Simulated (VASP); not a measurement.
Set up this calculation in VASP 6.6.1, as the native input.

```yaml
Task: single point
Functional: HF
Potentials_or_basis: VASP PAW PBE potentials, release 64 (W_sv)
Cutoff: 520 eV
k_mesh: 6 × 6 × 6
Occupations: fermi-dirac, width 0.05 eV
Spin: no spin polarisation
Dipole_correction: no
Grid_for_exact_exchange_PRECFOCK: Normal
Further_INCAR_settings: ALGO = Normal; EDIFF = 1e-07; NBANDS = 13
Share_of_exact_exchange: 1
```

Crystal: W.

```
W
1.0
    -1.58234    1.58234    1.58234
     1.58234   -1.58234    1.58234
     1.58234    1.58234   -1.58234
W
1
Direct
  0.00000 0.00000 0.00000
```

These files were run (other wordings do the same):

POSCAR

```
W
1.0
   -1.5823450000      1.5823450000      1.5823450000
    1.5823450000     -1.5823450000      1.5823450000
    1.5823450000      1.5823450000     -1.5823450000
W
1
Direct
    0.0000000000      0.0000000000      0.0000000000
```

INCAR.step1

```
  PREC = Accurate
  ENCUT = 520
  EDIFF = 1E-5
  ISMEAR = -1
  SIGMA = 0.05
  LREAL = F
  LASPH = T
  NELM = 60
  ALGO = Normal
  ISIF = 2
  LWAVE = T
  LCHARG = F
  GGA = PE
  NBANDS = 13
```

INCAR.step2

```
  PREC = Accurate
  ENCUT = 520
  EDIFF = 1E-7
  ISMEAR = -1
  SIGMA = 0.05
  LREAL = F
  LASPH = T
  NELM = 60
  ALGO = Normal
  ISIF = 2
  LWAVE = F
  LCHARG = F
  GGA = PE
  LHFCALC = T
  AEXX = 1.0
  ALDAC = 0.0
  AGGAC = 0.0
  PRECFOCK = Normal
  ISTART = 1
  NBANDS = 13
```

KPOINTS

```
regular mesh
0
Gamma
  6 6 6
```

Potentials or basis: VASP PAW PBE potentials, release 64 (W_sv).

Run with:

```console
$ cat potpaw_PBE.64/W_sv/POTCAR > POTCAR
$ cp INCAR.step1 INCAR
$ mpirun -np 1 vasp_std > vasp.out
$ cp INCAR.step2 INCAR
$ mpirun -np 1 vasp_std > vasp.out
```

It gave:

```json
{
 "Pressure": "3.5 GPa",
 "Band gap on the k mesh": "zero (bands 7 and 8 overlap by 13.86 eV)"
}
```

Caveat: the k points lie up to 0.47 Å⁻¹ apart, too coarse for converged energies and pressures of a metal; the PAW data sets were made with another functional, which shifts forces and pressure a little; spin-orbit coupling is left out, which moves the levels of the heavy elements.

Wall time 16 min on 1 thread of AMD EPYC 7R13 Processor (Zen 3) (shared host), peak memory 0.11 GiB.
